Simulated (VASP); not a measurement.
# TaN (P6/mmm) in VASP: relaxation of cell and atoms with PBE

Aim: the relaxation of cell and atoms of TaN with PBE.

Everything below comes from runs of VASP 6.6.1. Logs are shortened: lines on timing, memory, paths and dates and some standing lists are left out, and cuts for length are marked.

### Step 1. The cell of the first run

It takes space group P6/mmm (No. 191, hexagonal). Conventional cell: a = 5.084 Å, b = 5.084 Å, c = 2.860 Å, α = 90.00°, β = 90.00°, γ = 120.00°. Ta (site symmetry 6/mmm) has 6 N at 2.54 Å and 14 Ta at 2.86 to 3.26 Å within 3.4 Å. Within 2.7 Å of Ta (site symmetry -6m2) lie 6 N at 2.05 Å. Within 2.7 Å of N (site symmetry mmm) lie 6 Ta at 2.05 to 2.54 Å and 4 N at 2.54 Å.

### Step 2. Relaxation of cell and atoms, PBE, target pressure 30 GPa, at which the enthalpy is minimised

INCAR reads:

```
SYSTEM = TaN
PREC = Accurate
ENCUT = 600
EDIFF = 1E-6
ISMEAR = 0
SIGMA = 0.1
LREAL = .FALSE.
LASPH = .TRUE.
NELM = 100
ALGO = Normal
ISIF = 3
LWAVE = .FALSE.
LCHARG = .FALSE.
GGA = PE
IBRION = 2
NSW = 70
EDIFFG = -0.008
PSTRESS = 300.0
```

KPOINTS reads:

```
regular mesh
0
G
  12 12 12
  0 0 0
```

POSCAR reads:

```
TaN
1.0
    5.0835315215      0.0000000000      0.0000000000
   -2.5417657608      4.4024674386      0.0000000000
    0.0000000000      0.0000000000      2.8599867713
Ta N
3 3
Direct
    0.0000000000      0.0000000000      0.0000000000
    0.3333333333      0.6666666667      0.5000000000
    0.6666666667      0.3333333333      0.5000000000
    0.5000000000      0.0000000000      0.0000000000
    0.5000000000      0.5000000000      0.0000000000
    0.0000000000      0.5000000000      0.0000000000
```

Potentials or basis: VASP PAW PBE potentials, release 64 (Ta_pv, N).

On the command line:

```
$ cat potpaw_PBE.64/Ta_pv/POTCAR potpaw_PBE.64/N/POTCAR > POTCAR
$ mpirun -np 1 vasp_std > vasp.out
```

OUTCAR:

```text
SYSTEM = TaN
   PREC = Accurate
   ENCUT = 600
   EDIFF = 1E-6
   ISMEAR = 0
   LREAL = .FALSE.
   LASPH = .TRUE.
   NELM = 100
   ISIF = 3
   GGA = PE
   IBRION = 2
   NSW = 70
   EDIFFG = -0.008
   PSTRESS = 300.0

 ion  position               nearest neighbor table
   1  0.000  0.000  0.000-   4 2.54   4 2.54   5 2.54   5 2.54   6 2.54   6 2.54   3 3.26   3 3.26
                             2 3.26   2 3.26   2 3.26   3 3.26   2 3.26   3 3.26   2 3.26   3 3.26
   2  0.333  0.667  0.500-   6 2.05   6 2.05   4 2.05   4 2.05   5 2.05   5 2.05   3 2.93   3 2.93
                             3 2.93   1 3.26   1 3.26   1 3.26   1 3.26   1 3.26   1 3.26
   3  0.667  0.333  0.500-   6 2.05   6 2.05   4 2.05   4 2.05   5 2.05   5 2.05   2 2.93   2 2.93
                             2 2.93   1 3.26   1 3.26   1 3.26   1 3.26   1 3.26   1 3.26
   4  0.500  0.000  0.000-   2 2.05   3 2.05   2 2.05   3 2.05   1 2.54   1 2.54
   5  0.500  0.500  0.000-   2 2.05   3 2.05   2 2.05   3 2.05   1 2.54   1 2.54
   6  0.000  0.500  0.000-   2 2.05   3 2.05   2 2.05   3 2.05   1 2.54   1 2.54

  LATTYP: Found a hexagonal cell.
 ALAT       =     5.0835315215
 C/A-ratio  =     0.5625984140

  Lattice vectors:

 A1 = (   5.0835315215,   0.0000000000,   0.0000000000)
 A2 = (  -2.5417657608,   4.4024674386,   0.0000000000)
 A3 = (   0.0000000000,   0.0000000000,   2.8599867713)

Analysis of symmetry for initial positions (statically):
=====================================================================
 Subroutine PRICEL returns:
 Original cell was already a primitive cell.

 Routine SETGRP: Setting up the symmetry group for a
 hexagonal supercell.

 Subroutine GETGRP returns: Found 24 space group operations
 (whereof 24 operations were pure point group operations)
 out of a pool of 24 trial point group operations.

The static configuration has the point symmetry D_6h.

Analysis of symmetry for dynamics (positions and initial velocities):
=====================================================================
 Subroutine PRICEL returns:
 Original cell was already a primitive cell.

 Routine SETGRP: Setting up the symmetry group for a
 hexagonal supercell.

 Subroutine GETGRP returns: Found 24 space group operations
 (whereof 24 operations were pure point group operations)
 out of a pool of 24 trial point group operations.

The dynamic configuration has the point symmetry D_6h.

 Subroutine INISYM returns: Found 24 space group operations
 (whereof 24 operations are pure point group operations),
 and found     1 'primitive' translations

----------------------------------------------------------------------------------------

                                     Primitive cell

  volume of cell :      64.0067

  direct lattice vectors                    reciprocal lattice vectors
     5.083531522  0.000000000  0.000000000     0.196713642  0.113572674  0.000000000
    -2.541765761  4.402467439  0.000000000     0.000000000  0.227145348  0.000000000
     0.000000000  0.000000000  2.859986771     0.000000000  0.000000000  0.349651967

  length of vectors
     5.083531522  5.083531522  2.859986771     0.227145348  0.227145348  0.349651967

  position of ions in fractional coordinates (direct lattice)
     0.000000000  0.000000000  0.000000000
     0.333333333  0.666666667  0.500000000
     0.666666667  0.333333333  0.500000000
     0.500000000  0.000000000  0.000000000
     0.500000000  0.500000000  0.000000000
     0.000000000  0.500000000  0.000000000

  ion indices of the primitive-cell ions
   primitive index   ion index
                 1           1
                 2           2
                 3           3
                 4           4
                 5           5
                 6           6

----------------------------------------------------------------------------------------

 KPOINTS: regular mesh

Automatic generation of k-mesh.
 Grid dimensions read from file:
 generate k-points for:   12   12   12

 Generating k-lattice:

  Cartesian coordinates                     Fractional coordinates (reciprocal lattice)
     0.016392804  0.009464390  0.000000000     0.083333333 -0.000000000  0.000000000
     0.000000000  0.018928779  0.000000000     0.000000000  0.083333333  0.000000000
     0.000000000  0.000000000  0.029137664     0.000000000  0.000000000  0.083333333

  Length of vectors
     0.018928779  0.018928779  0.029137664

  Shift w.r.t. Gamma in fractional coordinates (k-lattice)
     0.000000000  0.000000000  0.000000000

 Subroutine IBZKPT returns following result:
 ===========================================

 Found    133 irreducible k-points:

 Following reciprocal coordinates:
            Coordinates               Weight
  0.000000  0.000000  0.000000      1.000000
  0.083333  0.000000  0.000000      6.000000
  0.166667 -0.000000  0.000000      6.000000
  0.250000 -0.000000  0.000000      6.000000
  0.333333 -0.000000  0.000000      6.000000
  0.416667 -0.000000  0.000000      6.000000
[... 16 lines left out ...]
  0.250000 -0.000000  0.083333     12.000000
  0.333333 -0.000000  0.083333     12.000000
 [... further k-points ...]
   k-points           NKPTS =    133   k-points in BZ     NKDIM =    133   number of bands    NBANDS=     28
   number of dos      NEDOS =    301   number of ions     NIONS =      6
   total plane-waves  NPLWV =  42336
   dimension x,y,z NGX =    42 NGY =   42 NGZ =   24
   dimension x,y,z NGXF=    84 NGYF=   84 NGZF=   48
   ions per type =               3   3
   NGX,Y,Z   is equivalent  to a cutoff of  13.74, 13.74, 13.95 a.u.
   NGXF,Y,Z  is equivalent  to a cutoff of  27.47, 27.47, 27.90 a.u.
 SYSTEM =  TaN
   PREC   = accura    normal or accurate (medium, high low for compatibility)
   ISTART =      0    job   : 0-new  1-cont  2-samecut
   ICHARG =      2    charge: 1-file 2-atom 10-const
   ISPIN  =      1    spin polarized calculation?
   LNONCOLLINEAR =      F non collinear calculations
   LSORBIT =      F    spin-orbit coupling
   LASPH  =      T    aspherical Exc in radial PAW
   ENCUT  =  600.0 eV  44.10 Ry    6.64 a.u.  10.15 10.15  5.71*2*pi/ulx,y,z
   NELM   =    100;   NELMIN=  2; NELMDL= -5     # of ELM steps
   EDIFF  = 0.1E-05   stopping-criterion for ELM
   LREAL  =      F    real-space projection
   EDIFFG = -.8E-02   stopping-criterion for IOM
   NSW    =     70    number of steps for IOM
   IBRION =      2    ionic relax: 0-MD 1-quasi-New 2-CG
   NFREE  =      1    steps in history (QN), initial steepest desc. (CG)
   ISIF   =      3    stress and relaxation
   ISYM   =      2    0-nonsym 1-usesym 2-fastsym
   POTIM  = 0.5000    time-step for ionic-motion
   TEBEG  =    0.0;   TEEND  =   0.0 temperature during run
   PSTRESS=  300.0 pullay stress
   NELECT =      48.0000    total number of electrons
   NUPDOWN=      -1.0000    fix difference up-down
   EMIN   =  10.00;   EMAX   =-10.00  energy-range for DOS
   EFERMI =   0.00;   METHOD = LEGACY
   ISMEAR =     0;   SIGMA  =   0.10  broadening in eV -4-tet -1-fermi 0-gaus
   EFERMI_NEDOS =   21; number of points for ismear=-14 and -15
   IALGO  =     38    algorithm
   IMIX   =      4    mixing-type and parameters
     AMIX     =   0.40;   BMIX     =  1.00
     AMIX_MAG =   1.60;   BMIX_MAG =  1.00
  volume/ion in A,a.u.               =      10.67        71.99
  Fermi-wavevector in a.u.,A,eV,Ry     =   1.487351  2.810685 30.098968  2.212212
  Thomas-Fermi vector in A             =   2.600522
   LORBIT       =      0    0 simple, 1 ext, 2 COOP (PROOUT), +10 PAW based schemes
   GGA     = PE    functional components
   LHFCALC =     F    Hartree Fock is set to
   AEXX    =    0.0000 exact exchange contribution
   IVDW    =     0    specifies the selected vdW correction
   LEPSILON=     F    determine dielectric tensor
   LRPA    =     F    only Hartree local field effects (RPA)
 conjugate gradient relaxation of ions
 non-spin polarized calculation
 Gauss-broadening in eV      SIGMA  =   0.10
  energy-cutoff  :      600.00
  volume of cell :       64.01
 maximum number of plane-waves:      2159
 NGX is ok and might be reduce to    42
   NGX = 21   NGY = 21   NGZ = 11

--------------------------------------- Ionic step        1  -------------------------------------------

 number of electron      47.9999997 magnetization

 Free energy of the ion-electron system (eV)
  ---------------------------------------------------
  ext. energy  EPLUGINS =         0.00000000
  ---------------------------------------------------
  free energy    TOTEN  =       -64.21918573 eV

  energy without entropy =      -64.21578681  energy(sigma->0) =      -64.21748627

------------------------ aborting loop because EDIFF is reached ----------------------------------------

  FORCE on cell =-STRESS in cart. coord.  units (eV):
  Direction    XX          YY          ZZ          XY          YZ          ZX
  --------------------------------------------------------------------------------------
  -------------------------------------------------------------------------------------
  Total       12.2747363     12.2747363     14.8274134     -0.0000000      0.0000000      0.0000000
  in kB      307.2536533    307.2536533    371.1506975     -0.0000000      0.0000000      0.0000000
  external PRESSURE =      28.5526680 kB  Pullay stress =     300.0000000 kB
[... 153 lines left out ...]
  enthalpy is  TOTEN    =       -52.2456939338 eV   P V=       12.0083512422

--------------------------------------- Ionic step        5  -------------------------------------------

 number of electron      47.9999994 magnetization

 Free energy of the ion-electron system (eV)
  ---------------------------------------------------
  ext. energy  EPLUGINS =         0.00000000
  ---------------------------------------------------
  free energy    TOTEN  =       -64.27941606 eV

  energy without entropy =      -64.27533075  energy(sigma->0) =      -64.27737340

 E-fermi :   8.8137     XC(G=0): -13.3448

 val. band max:        8.7924473326   @ k =   0.1667  -0.0000   0.1667
 cond. band min:       8.8537739600   @ k =   0.1667  -0.0000   0.2500
 fundamental gap:      0.0613266274
 Fermi energy:         8.8137492208

 k-point     1 :       0.0000    0.0000    0.0000
  band No.  band energies     occupation
      1     -27.4103      2.00000
      2     -27.4103      2.00000
      3     -26.9605      2.00000
      4     -26.9605      2.00000
      5     -26.7219      2.00000
      6     -26.5926      2.00000
[... 733 lines left out ...]
     27      10.6432      0.00000
     28      10.8288      0.00000

 [... further k-points ...]
[... 5 lines left out ...]
  --------------------------------------------------------------------------------------
  -------------------------------------------------------------------------------------
  Total       12.0271919     12.0271919     12.0141963     -0.0000000      0.0000000      0.0000000
  in kB      299.8545130    299.8545130    299.5305152     -0.0000000      0.0000000      0.0000000
  external PRESSURE =      -0.2534863 kB  Pullay stress =     300.0000000 kB
[... 21 lines left out ...]
  FREE ENERGIE OF THE ION-ELECTRON SYSTEM (eV)
  ---------------------------------------------------
  free  energy   TOTEN  =       -64.2794160553 eV

  energy  without entropy=      -64.2753307491  energy(sigma->0) =      -64.27737340

  enthalpy is  TOTEN    =       -52.2463886807 eV   P V=       12.0330273747

 reached required accuracy - stopping structural energy minimisation
```

It took 24 min on 1 thread of AMD EPYC 7R13, shared host; peak memory 0.35 GiB.

Results:

```
Free energy                                                : -64.2794 eV
Relaxed volume                                             : 10.71 Å³/atom
Relaxed cell                                               : a = 5.070 Å, b = 5.070 Å, c = 2.887 Å, α = 90.00°, β = 90.00°, γ = 120.00°
Space group after relaxing (to 0.1 Å)                      : P6/mmm (No. 191)
Energy change on relaxing (the run minimises the enthalpy) : -10.0 meV/atom
Ionic steps                                                : 5
Pressure after relaxing                                    : 30.0 GPa
Band gap on the k mesh                                     : zero (bands 24 and 25 overlap by 2.34 eV)
```

Step by step:
```
step  energy change (eV)  largest force (eV/Å)  pressure (GPa)  volume (Å³)
   1              0.0000                0.0000           32.86        64.01
   2             -0.2860                0.0000           19.81        65.78
   3             -0.1062                0.0000           28.83        64.52
   4             -0.0349                0.0000           30.57        64.13
   5             -0.0602                0.0000           29.97        64.26
```

Final structure:
```xyz
6
Lattice="5.0702 0.0000 0.0000 -2.5351 4.3909 0.0000 0.0000 0.0000 2.8866" Properties=species:S:1:pos:R:3 pbc="T T T"
Ta   -2.5351    4.3909    0.0000
Ta    0.0000    2.9273    1.4433
Ta    2.5351    1.4636    1.4433
N     0.0000    4.3909    0.0000
N     1.2675    2.1954    0.0000
N    -1.2675    2.1954    0.0000
```

Caveat: the cell is relaxed towards a set pressure, so the run minimises the enthalpy, not the energy; spin-orbit coupling is left out, which moves the levels of the heavy elements. PBE usually gives volumes a little too large and moduli too small.

The gap in the log of VASP goes by the Fermi energy; the results here count the filled bands.